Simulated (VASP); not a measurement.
Crystal: MgB2 (d3).

```
Mg B
1.0
     3.06276    0.00000    0.00000
    -1.53138    2.65243    0.00000
     0.00000    0.00000    3.52087
Mg B
1 2
Direct
  0.00000 0.00000 0.00000
  0.66667 0.33333 0.50000
  0.33333 0.66667 0.50000
```

```yaml
Program: VASP 6.6.1
Task: relaxation of cell and atoms
Functional: PBE
Dispersion: D3(BJ)
Potentials_or_basis: VASP PAW PBE potentials, release 64 (Mg, B)
Cutoff: 600 eV
k_mesh: 15 × 15 × 12
Occupations: gaussian, width 0.1 eV
Spin: no spin polarisation
```

At the start: pressure -3.7 GPa; volume 9.53 Å³/atom.

Task: Where does the relaxation end?

Result: Over 5 steps the energy falls by 3.0 meV/atom and the volume is 9.29 Å³/atom (-2.6 %); space group P6/mmm (No. 191, to 0.05 Å).

Step by step:
```
step  energy change (eV)  largest force (eV/Å)  pressure (GPa)  volume (Å³)
   1              0.0000                0.0000           -3.68        28.60
   2             -0.0077                0.0000            1.21        27.71
   3             -0.0083                0.0000            0.10        27.90
   4             -0.0090                0.0000            0.04        27.87
   5             -0.0091                0.0000            0.01        27.86
```

Final structure:
```
Mg B
1.0
     3.04510    0.00000    0.00000
    -1.52255    2.63713    0.00000
     0.00000    0.00000    3.46963
Mg B
1 2
Direct
  0.00000 0.00000 0.00000
  0.66667 0.33333 0.50000
  0.33333 0.66667 0.50000
```

Caveat: pairwise dispersion overbinds metals, which lowers pressure and volume.
